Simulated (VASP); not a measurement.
Runs of VASP 6.6.1 on GaN. The structure is that of space group F-43m (No. 216), or close to it. The cells are those of the table. 

| spin | cell | k mesh | smearing | gap on the mesh (eV) | pressure (GPa) | moment (μB) |
| --- | --- | --- | --- | --- | --- | --- |
| off | a = 3.181 Å, angles 60.0°, 2 atoms | 12 × 12 × 12 | fermi-dirac 0.08 eV | 1.72 | -0.2 | - |
| off | a = 3.181 Å, angles 60.0°, 2 atoms | 8 × 8 × 8 | gaussian 0.01 eV | 1.72 | -0.2 | - |
| non-collinear, zero start, SOC | a = 3.181 Å, angles 60.0°, 2 atoms | 8 × 8 × 8 | gaussian 0.01 eV | - | (a) | 0.00 |
| non-collinear, zero start, SOC | a = 3.165 Å, angles 60.0°, 2 atoms | 8 × 8 × 8 | gaussian 0.01 eV | - | 2.7 | 0.00 |

Alike in all rows: task single point; level PBEsol; potentials or basis VASP PAW PBE potentials, release 64 (Ga_d, N); cutoff (eV) 520.

Problem. Fill in the values left out.

Solution. (a) -0.3.

Caveats: the PAW data sets were made with another functional, which shifts forces and pressure a little.

A k mesh can miss the band edges, and rows without SOC leave out spin-orbit coupling on Ga.
